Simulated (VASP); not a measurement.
Here is a VASP 6.6.1 calculation.

The input INCAR:

```
PREC = Accurate
ENCUT = 750
EDIFF = 1E-6
ISMEAR = 1
SIGMA = 0.02
LREAL = False
LASPH = True
NELM = 120
ALGO = Normal
ISIF = 2
LWAVE = False
LCHARG = False
GGA = PE
NBANDS = 13
GGA_COMPAT = False
```

KPOINTS

```
regular mesh
0
Gamma
  6 6 6
```

File POSCAR:

```
Li2S
1.0
    0.0000000000      2.7665289162      2.7665289162
    2.7665289162      0.0000000000      2.7665289162
    2.7665289162      2.7665289162      0.0000000000
Li S
2 1
Direct
    0.2500000000      0.2500000000      0.2500000000
    0.7500000000      0.7500000000      0.7500000000
    0.0000000000      0.0000000000      0.0000000000
```

Potentials or basis: VASP PAW PBE potentials, release 64 (Li_sv, S).

Launch:

```bash
$ cat potpaw_PBE.64/Li_sv/POTCAR potpaw_PBE.64/S/POTCAR > POTCAR
$ mpirun -np 1 vasp_std > vasp.out
```

Problem. What does it give for the pressure?

Solution. 4.3 GPa.

Problem. What does it give for the band gap on the k mesh?

Solution. 3.32 eV, indirect (least direct gap 4.74 eV).

A k mesh can miss the band edges. Expect the measured gap to be larger: semilocal functionals such as PBE lack the derivative discontinuity.
